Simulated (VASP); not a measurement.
# TiCo2 (Fd-3m) in VASP: a series of runs

TiCo2 is run at these levels: LDA; tasks: single point.

Everything below comes from runs of VASP 6.6.1. Logs are shortened: lines on timing, memory, paths and dates and some standing lists are left out, and cuts for length are marked.

## Step 1: The cell of the first run

The structure is cubic, space group Fd-3m (No. 227). The conventional cell has a = 6.538 Å, b = 6.538 Å, c = 6.538 Å, α = 90.00°, β = 90.00°, γ = 90.00°. Ti (site symmetry -43m) has 12 Co at 2.71 Å and 4 Ti at 2.83 Å within 3.6 Å. Co (site symmetry -3m) has 6 Co at 2.31 Å and 6 Ti at 2.71 Å within 3.1 Å.

## Step 2: Single point, LDA (volume scaled by 1.02)

The input, INCAR:

```
SYSTEM = TiCo2
ALGO = Fast ; EDIFF = 1E-6
ENCUT = 520 ; GGA = CA
ISIF = 2 ; ISMEAR = -1
LASPH = .True. ; LCHARG = .False.
LREAL = .False. ; LWAVE = .False.
NBANDS = 39 ; NELM = 60
PREC = Accurate ; SIGMA = 0.15
```

The input, KPOINTS:

```
k-points
0
Gamma
  10 10 10
  0 0 0
```

The input, POSCAR:

```
TiCo2
1.0
    0.0000000000      3.2689239330      3.2689239330
    3.2689239330      0.0000000000      3.2689239330
    3.2689239330      3.2689239330      0.0000000000
Ti Co
2 4
Direct
    0.5000000000      0.5000000000      0.5000000000
    0.7500000000      0.7500000000      0.7500000000
    0.1250000000      0.1250000000      0.1250000000
    0.6250000000      0.1250000000      0.1250000000
    0.1250000000      0.1250000000      0.6250000000
    0.1250000000      0.6250000000      0.1250000000
```

Potentials or basis: VASP PAW LDA potentials, release 64 (Ti_sv, Co).

Started as:

```console
$ cat potpaw_LDA.64/Ti_sv/POTCAR potpaw_LDA.64/Co/POTCAR > POTCAR
$ mpirun -np 1 vasp_std > vasp.out
```

OUTCAR:

```text
SYSTEM = TiCo2
   EDIFF = 1E-6
   ENCUT = 520
   GGA = CA
   ISIF = 2
   ISMEAR = -1
   LASPH = .True.
   LREAL = .False.
   NELM = 60
   PREC = Accurate

 ion  position               nearest neighbor table
   1  0.500  0.500  0.500-   3 2.71   5 2.71   6 2.71   3 2.71   4 2.71   5 2.71   3 2.71   4 2.71
                             6 2.71   4 2.71   5 2.71   6 2.71   2 2.83   2 2.83   2 2.83   2 2.83
   2  0.750  0.750  0.750-   4 2.71   5 2.71   6 2.71   3 2.71   4 2.71   6 2.71   3 2.71   4 2.71
                             5 2.71   3 2.71   5 2.71   6 2.71   1 2.83   1 2.83   1 2.83   1 2.83
   3  0.125  0.125  0.125-   4 2.31   5 2.31   6 2.31   5 2.31   6 2.31   4 2.31   1 2.71   2 2.71
                             1 2.71   2 2.71   1 2.71   2 2.71
   4  0.625  0.125  0.125-   3 2.31   5 2.31   6 2.31   3 2.31   5 2.31   6 2.31   2 2.71   1 2.71
                             1 2.71   2 2.71   2 2.71   1 2.71
   5  0.125  0.125  0.625-   3 2.31   3 2.31   4 2.31   6 2.31   6 2.31   4 2.31   1 2.71   2 2.71
                             1 2.71   2 2.71   1 2.71   2 2.71
   6  0.125  0.625  0.125-   3 2.31   5 2.31   3 2.31   4 2.31   5 2.31   4 2.31   2 2.71   1 2.71
                             2 2.71   2 2.71   1 2.71   1 2.71

  LATTYP: Found a face centered cubic cell.
 ALAT       =     6.5378478660

  Lattice vectors:

 A1 = (   0.0000000000,   3.2689239330,   3.2689239330)
 A2 = (   3.2689239330,   0.0000000000,   3.2689239330)
 A3 = (   3.2689239330,   3.2689239330,   0.0000000000)

Analysis of symmetry for initial positions (statically):
=====================================================================
 Subroutine PRICEL returns:
 Original cell was already a primitive cell.

 Routine SETGRP: Setting up the symmetry group for a
 face centered cubic supercell.

 Subroutine GETGRP returns: Found 48 space group operations
 (whereof 24 operations were pure point group operations)
 out of a pool of 48 trial point group operations.

The static configuration has the point symmetry T_d .
 The point group associated with its full space group is O_h .

Analysis of symmetry for dynamics (positions and initial velocities):
=====================================================================
 Subroutine PRICEL returns:
 Original cell was already a primitive cell.

 Routine SETGRP: Setting up the symmetry group for a
 face centered cubic supercell.

 Subroutine GETGRP returns: Found 48 space group operations
 (whereof 24 operations were pure point group operations)
 out of a pool of 48 trial point group operations.

The dynamic configuration has the point symmetry T_d .
 The point group associated with its full space group is O_h .

 Subroutine INISYM returns: Found 48 space group operations
 (whereof 24 operations are pure point group operations),
 and found     1 'primitive' translations

----------------------------------------------------------------------------------------

                                     Primitive cell

  volume of cell :      69.8626

  direct lattice vectors                    reciprocal lattice vectors
     0.000000000  3.268923933  3.268923933    -0.152955532  0.152955532  0.152955532
     3.268923933  0.000000000  3.268923933     0.152955532 -0.152955532  0.152955532
     3.268923933  3.268923933  0.000000000     0.152955532  0.152955532 -0.152955532

  length of vectors
     4.622956560  4.622956560  4.622956560     0.264926753  0.264926753  0.264926753

  position of ions in fractional coordinates (direct lattice)
     0.500000000  0.500000000  0.500000000
     0.750000000  0.750000000  0.750000000
     0.125000000  0.125000000  0.125000000
     0.625000000  0.125000000  0.125000000
     0.125000000  0.125000000  0.625000000
     0.125000000  0.625000000  0.125000000

  ion indices of the primitive-cell ions
   primitive index   ion index
                 1           1
                 2           2
                 3           3
                 4           4
                 5           5
                 6           6

----------------------------------------------------------------------------------------

 KPOINTS: k-points

Automatic generation of k-mesh.
 Grid dimensions read from file:
 generate k-points for:   10   10   10

 Generating k-lattice:

  Cartesian coordinates                     Fractional coordinates (reciprocal lattice)
    -0.015295553  0.015295553  0.015295553     0.100000000  0.000000000  0.000000000
     0.015295553 -0.015295553  0.015295553     0.000000000  0.100000000  0.000000000
     0.015295553  0.015295553 -0.015295553     0.000000000  0.000000000  0.100000000

  Length of vectors
     0.026492675  0.026492675  0.026492675

  Shift w.r.t. Gamma in fractional coordinates (k-lattice)
     0.000000000  0.000000000  0.000000000

 Subroutine IBZKPT returns following result:
 ===========================================

 Found     47 irreducible k-points:

 Following reciprocal coordinates:
            Coordinates               Weight
  0.000000  0.000000  0.000000      1.000000
  0.100000  0.000000  0.000000      8.000000
  0.200000  0.000000  0.000000      8.000000
  0.300000  0.000000  0.000000      8.000000
  0.400000  0.000000  0.000000      8.000000
  0.500000  0.000000  0.000000      4.000000
[... 16 lines left out ...]
  0.300000  0.300000  0.000000      6.000000
  0.400000  0.300000  0.000000     24.000000
 [... further k-points ...]
   k-points           NKPTS =     47   k-points in BZ     NKDIM =     47   number of bands    NBANDS=     39
   number of dos      NEDOS =    301   number of ions     NIONS =      6
   total plane-waves  NPLWV =  46656
   dimension x,y,z NGX =    36 NGY =   36 NGZ =   36
   dimension x,y,z NGXF=    72 NGYF=   72 NGZF=   72
   ions per type =               2   4
   NGX,Y,Z   is equivalent  to a cutoff of  12.95, 12.95, 12.95 a.u.
   NGXF,Y,Z  is equivalent  to a cutoff of  25.89, 25.89, 25.89 a.u.
 SYSTEM =  TiCo2
   PREC   = accura    normal or accurate (medium, high low for compatibility)
   ISTART =      0    job   : 0-new  1-cont  2-samecut
   ICHARG =      2    charge: 1-file 2-atom 10-const
   ISPIN  =      1    spin polarized calculation?
   LNONCOLLINEAR =      F non collinear calculations
   LSORBIT =      F    spin-orbit coupling
   LASPH  =      T    aspherical Exc in radial PAW
   ENCUT  =  520.0 eV  38.22 Ry    6.18 a.u.   8.60  8.60  8.60*2*pi/ulx,y,z
   NELM   =     60;   NELMIN=  2; NELMDL= -5     # of ELM steps
   EDIFF  = 0.1E-05   stopping-criterion for ELM
   LREAL  =      F    real-space projection
   EDIFFG = 0.1E-04   stopping-criterion for IOM
   NSW    =      0    number of steps for IOM
   IBRION =     -1    ionic relax: 0-MD 1-quasi-New 2-CG
   NFREE  =      0    steps in history (QN), initial steepest desc. (CG)
   ISIF   =      2    stress and relaxation
   ISYM   =      2    0-nonsym 1-usesym 2-fastsym
   POTIM  = 0.5000    time-step for ionic-motion
   TEBEG  =    0.0;   TEEND  =   0.0 temperature during run
   PSTRESS=    0.0 pullay stress
   NELECT =      60.0000    total number of electrons
   NUPDOWN=      -1.0000    fix difference up-down
   EMIN   =  10.00;   EMAX   =-10.00  energy-range for DOS
   EFERMI =   0.00;   METHOD = LEGACY
   ISMEAR =    -1;   SIGMA  =   0.15  broadening in eV -4-tet -1-fermi 0-gaus
   EFERMI_NEDOS =   21; number of points for ismear=-14 and -15
   IALGO  =     68    algorithm
   IMIX   =      4    mixing-type and parameters
     AMIX     =   0.40;   BMIX     =  1.00
     AMIX_MAG =   1.60;   BMIX_MAG =  1.00
  volume/ion in A,a.u.               =      11.64        78.58
  Fermi-wavevector in a.u.,A,eV,Ry     =   1.556122  2.940645 32.946740  2.421517
  Thomas-Fermi vector in A             =   2.659964
   LORBIT       =      0    0 simple, 1 ext, 2 COOP (PROOUT), +10 PAW based schemes
   GGA     = CA    functional components
   LHFCALC =     F    Hartree Fock is set to
   AEXX    =    0.0000 exact exchange contribution
   IVDW    =     0    specifies the selected vdW correction
   LEPSILON=     F    determine dielectric tensor
   LRPA    =     F    only Hartree local field effects (RPA)
 non-spin polarized calculation
 RMM-DIIS sequential band-by-band and
  energy-cutoff  :      520.00
  volume of cell :       69.86
 maximum number of plane-waves:      1901
 NGX is ok and might be reduce to    36
   NGX = 17   NGY = 17   NGZ = 17

 number of electron      59.9999989 magnetization

 Free energy of the ion-electron system (eV)
  ---------------------------------------------------
  ext. energy  EPLUGINS =         0.00000000
  ---------------------------------------------------
  free energy    TOTEN  =       -52.36121611 eV

  energy without entropy =      -51.75455373  energy(sigma->0) =      -52.05788492

 E-fermi :  10.5821     XC(G=0): -13.5147

 val. band max:       10.5819707042   @ k =   0.5000   0.4000   0.1000
 cond. band min:      10.5926152647   @ k =   0.2000   0.0000   0.0000
 fundamental gap:      0.0106445605
 Fermi energy:        10.5820620629

 k-point     1 :       0.0000    0.0000    0.0000
  band No.  band energies     occupation
      1     -45.7389      2.00000
      2     -45.6220      2.00000
      3     -22.4461      2.00000
      4     -22.4461      2.00000
      5     -22.4461      2.00000
      6     -22.2060      2.00000
[... 31 lines left out ...]
     38      12.1108      0.00007
     39      13.3270      0.00000

 k-point     2 :       0.1000    0.0000    0.0000
  band No.  band energies     occupation
      1     -45.7367      2.00000
      2     -45.6241      2.00000
      3     -22.4487      2.00000
      4     -22.4487      2.00000
      5     -22.4453      2.00000
      6     -22.2076      2.00000
[... 913 lines left out ...]
     38      12.9126      0.00000
     39      13.6337      0.00000

 k-point    24 :       0.4000    0.3000    0.0000
  band No.  band energies     occupation
      1     -45.7060      2.00000
      2     -45.6545      2.00000
      3     -22.4906      2.00000
      4     -22.4878      2.00000
      5     -22.3818      2.00000
      6     -22.2755      2.00000
[... 31 lines left out ...]
     38      12.8176      0.00000
     39      12.9841      0.00000

 [... further k-points ...]

------------------------ aborting loop because EDIFF is reached ----------------------------------------

  FORCE on cell =-STRESS in cart. coord.  units (eV):
  Direction    XX          YY          ZZ          XY          YZ          ZX
  --------------------------------------------------------------------------------------
  -------------------------------------------------------------------------------------
  Total       -2.1990202     -2.1990202     -2.1990202      0.0000000      0.0000000      0.0000000
  in kB      -50.4307430    -50.4307430    -50.4307430      0.0000000      0.0000000      0.0000000
  external PRESSURE =     -50.4307430 kB  Pullay stress =       0.0000000 kB

 VOLUME and BASIS-vectors are now :
 -----------------------------------------------------------------------------
  energy-cutoff  :      520.00
  volume of cell :       69.86
      direct lattice vectors                 reciprocal lattice vectors
     0.000000000  3.268923933  3.268923933    -0.152955532  0.152955532  0.152955532
     3.268923933  0.000000000  3.268923933     0.152955532 -0.152955532  0.152955532
     3.268923933  3.268923933  0.000000000     0.152955532  0.152955532 -0.152955532

 POSITION                                       TOTAL-FORCE (eV/Angst)
 -----------------------------------------------------------------------------------
      3.26892      3.26892      3.26892         0.000000      0.000000     -0.000000
      4.90339      4.90339      4.90339        -0.000000     -0.000000     -0.000000
      0.81723      0.81723      0.81723        -0.000000      0.000000      0.000000
      0.81723      2.45169      2.45169        -0.000000      0.000000      0.000000
      2.45169      2.45169      0.81723        -0.000000      0.000000      0.000000
      2.45169      0.81723      2.45169        -0.000000      0.000000      0.000000
 -----------------------------------------------------------------------------------
    total drift:                                0.000000      0.000000      0.000000

  FREE ENERGIE OF THE ION-ELECTRON SYSTEM (eV)
  ---------------------------------------------------
  free  energy   TOTEN  =       -52.3612161138 eV

  energy  without entropy=      -51.7545537347  energy(sigma->0) =      -52.05788492
```

Wall time 2.1 min (1 thread of Intel Xeon 6975P-C (Granite Rapids), shared host); peak memory 0.24 GiB.

Results:

```
Free energy            : -52.3612 eV
Pressure               : -5.0 GPa
Band gap on the k mesh : zero (band 30 reaches 10.83 eV, above the bottom of band 31 at 10.01 eV)
```

Caveat: the cell differs from its parent crystal (volume scaled by 1.02). Spin polarisation is off, so any magnetic state and its effect on volume and gap are missing.

## Step 3: Single point, LDA, collinear spin, ferrimagnetic start

This run uses another cell than the first one, of 11.38 Å³/atom, 0.978 times its volume.

The input, INCAR:

```
SYSTEM = TiCo2
PREC = Accurate ; ENCUT = 520
EDIFF = 1E-6 ; ISMEAR = 0
SIGMA = 0.1 ; LREAL = .FALSE.
LASPH = .TRUE. ; NELM = 150
ALGO = Fast ; ISIF = 2
LWAVE = .FALSE. ; LCHARG = .FALSE.
ISPIN = 2 ; MAGMOM = -0.03 -0.03 0.12 0.12 0.12 0.12
LORBIT = 11 ; LMAXMIX = 4
NBANDS = 43
```

The input, KPOINTS:

```
regular mesh
0
G
  6 6 6
  0 0 0
```

Changes to POSCAR since step 2:

```diff
@@ -2,5 +2,5 @@
 1.0
-    0.0000000000      3.2689239330      3.2689239330
-    3.2689239330      0.0000000000      3.2689239330
-    3.2689239330      3.2689239330      0.0000000000
+    0.0000000000      3.2442710342      3.2442710342
+    3.2442710342      0.0000000000      3.2442710342
+    3.2442710342      3.2442710342      0.0000000000
 Ti Co
```

Potentials or basis: VASP PAW LDA potentials, release 64 (Ti_sv, Co).

Started as:

```console
$ cat potpaw_LDA.64/Ti_sv/POTCAR potpaw_LDA.64/Co/POTCAR > POTCAR
$ mpirun -np 1 vasp_std > vasp.out
```

Run time: 100 s. Hardware: 1 thread of Intel Xeon 6975P-C (Granite Rapids), shared host; peak memory 0.23 GiB.

It converged, with:

```yaml
Free_energy: -52.1121 eV
Pressure: -0.6 GPa
Band_gap_on_the_k_mesh: zero (filled and empty bands overlap)
Net_moment: 0.00 μB per cell
Valence_electrons_inside_the_program's_atomic_spheres: Ti 10.32; Co 8.61
```

Levels at points of the mesh, in eV from the Fermi level:
Spin up:
```
           k point  band 26  band 27  band 28  band 29  band 30  band 31  band 32  band 33  band 34  band 35
(0.00, 0.00, 0.00)    -0.75    -0.69    -0.69    -0.61    -0.61    -0.61     0.88     0.88     0.88     1.06
(0.50, 0.00, 0.00)    -0.74    -0.67    -0.41    -0.41     0.10     0.10     0.59     0.59     0.88     0.98
(0.50, 0.50, 0.00)    -1.92    -0.62    -0.62    -0.57    -0.57    -0.03    -0.03     0.93     0.93     1.68
```
Spin down:
```tsv
k point	band 27	band 28	band 29	band 30	band 31	band 32	band 33	band 34
(0.00, 0.00, 0.00)	-0.69	-0.69	-0.61	-0.61	-0.61	0.88	0.88	0.88
(0.50, 0.00, 0.00)	-0.67	-0.41	-0.41	0.10	0.10	0.59	0.59	0.88
(0.50, 0.50, 0.00)	-0.62	-0.62	-0.57	-0.57	-0.03	-0.03	0.93	0.93
```
